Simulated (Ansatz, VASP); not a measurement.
## Two plane-wave programs on CdSe

```xyz
2
Lattice="4.3058 0.0000 0.0000 2.1529 3.7289 0.0000 2.1529 1.2430 3.5157" Properties=species:S:1:pos:R:3 pbc="T T T"
Cd    0.0000    0.0000    0.0000
Se    6.4587    3.7289    2.6368
```

Alike in both runs: functional revPBE; dispersion D3(BJ); k mesh 6 × 6 × 6; no spin polarisation.

Ansatz relaxed the structure, and its values are those at the end. VASP's run is a single point on that final structure, the one shown.

```csv
,VASP,Ansatz
version,VASP 6.6.1,Ansatz 0.2.0
potentials or method,"VASP PAW PBE potentials, release 64 (Cd, Se), cutoff 520 eV","plane waves, PAW"
occupations,"gaussian, width 0.01 eV",fixed
valence electrons in the cell,18,36
```

Ansatz gave:

```
pressure (GPa) : 0.0
```

Question: Which values does VASP return?

Answer: Pressure (GPa): 0.3.

VASP's potentials were made for PBE, not for revPBE. VASP's potentials hold 18 valence electrons a cell and Ansatz's 36, so a difference there can come from the potentials and not from the codes.
